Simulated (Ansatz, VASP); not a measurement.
# C in VASP and in Ansatz

Contents of INCAR:

```
PREC     = Accurate       # precision mode
ENCUT    = 520            # plane-wave cutoff, eV
EDIFF    = 1E-6           # SCF threshold, eV
ISMEAR   = 0              # smearing method
SIGMA    = 0.05           # smearing width, eV
LREAL    = False          # projectors in reciprocal space
LASPH    = True           # aspherical terms in the spheres
NELM     = 80             # most SCF steps
ALGO     = Normal         # electronic algorithm
ISIF     = 2              # what is computed and relaxed
LWAVE    = False          # write WAVECAR
LCHARG   = True           # write CHGCAR
GGA      = PE             # functional
LELF     = True           # ELF
LVHAR    = True         
NBANDS   = 36             # bands
```

The input KPOINTS:

```
regular mesh
0
Gamma
  10 10 2
```

POSCAR

```
C
1.0
    1.7857375322     -1.7857375322      0.0000000000
    1.7857375322      0.0000000000     -1.7857375322
    8.2976506672      8.2976506672      8.2976506672
C
12
Direct
    0.6666666667      0.6666666667      0.2331728786
    0.0000000000      0.0000000000      0.0896995346
    0.3333333333      0.3333333333      0.3766462225
    0.6666666667      0.6666666667      0.6635929104
    1.0000000000      1.0000000000      0.5201195665
    0.3333333333      0.3333333333      0.8070662544
    0.6666666667      0.6666666667      0.3407778865
    1.0000000000      1.0000000000      0.1973045426
    0.3333333333      0.3333333333      0.4842512305
    0.6666666667      0.6666666667      0.7711979184
    0.0000000000      0.0000000000      0.6277245744
    0.3333333333      0.3333333333      0.0538311986
```

Input for Ansatz:

```yaml
crystal:
  lattice:
    - [1.7857375322, -1.7857375322, 0.0]
    - [1.7857375322, 0.0, -1.7857375322]
    - [8.2976506672, 8.2976506672, 8.2976506672]
  atoms:
    - { symbol: C, position: [0.6666666667, 0.6666666667, 0.2331728786] }
    - { symbol: C, position: [0.0, 0.0, 0.0896995346] }
    - { symbol: C, position: [0.3333333333, 0.3333333333, 0.3766462225] }
    - { symbol: C, position: [0.6666666667, 0.6666666667, 0.6635929104] }
    - { symbol: C, position: [1.0, 1.0, 0.5201195665] }
    - { symbol: C, position: [0.3333333333, 0.3333333333, 0.8070662544] }
    - { symbol: C, position: [0.6666666667, 0.6666666667, 0.3407778865] }
    - { symbol: C, position: [1.0, 1.0, 0.1973045426] }
    - { symbol: C, position: [0.3333333333, 0.3333333333, 0.4842512305] }
    - { symbol: C, position: [0.6666666667, 0.6666666667, 0.7711979184] }
    - { symbol: C, position: [0.0, 0.0, 0.6277245744] }
    - { symbol: C, position: [0.3333333333, 0.3333333333, 0.0538311986] }
basis:
  ecutwfc: 420
kpoints:
  mp_grid: { grid: [10, 10, 2] }
hamiltonian:
  xc: pbe
scf:
  occupations: { method: gaussian, width: 0.05 }
output:
  forces: true
  stress: true
  eigenvalues: true
```

Alike in both runs: task single point; functional PBE; k mesh 10 × 10 × 2; occupations gaussian, width 0.05 eV; no spin polarisation.

```csv
,VASP,Ansatz
version,VASP 6.6.1,Ansatz 0.2.0
potentials or method,"VASP PAW PBE potentials, release 64 (C), cutoff 520 eV","scalar-relativistic, plane waves, PAW"
valence electrons in the cell,48,48
```

VASP gave:

```
gap on the k mesh at the Fermi level (eV)                     : none
pressure (GPa)                                                : -3.9
traceless stress, the component that is largest in VASP (GPa) : -2.69
rms of the force components (eV/Å)                            : 1.154
```

Task: What did Ansatz give for the same quantities?

Result: gap on the k mesh at the Fermi level (eV): none; pressure (GPa): -4.4; traceless stress, the component that is largest in VASP (GPa): -2.66; rms of the force components (eV/Å): 1.158.

Atom by atom the forces differ by 0.008 eV/Å (rms over components). A gap of «none» marks a metal or a gap that the smearing closes. With one functional, cell and mesh, what is left measures potentials, basis and numerics.
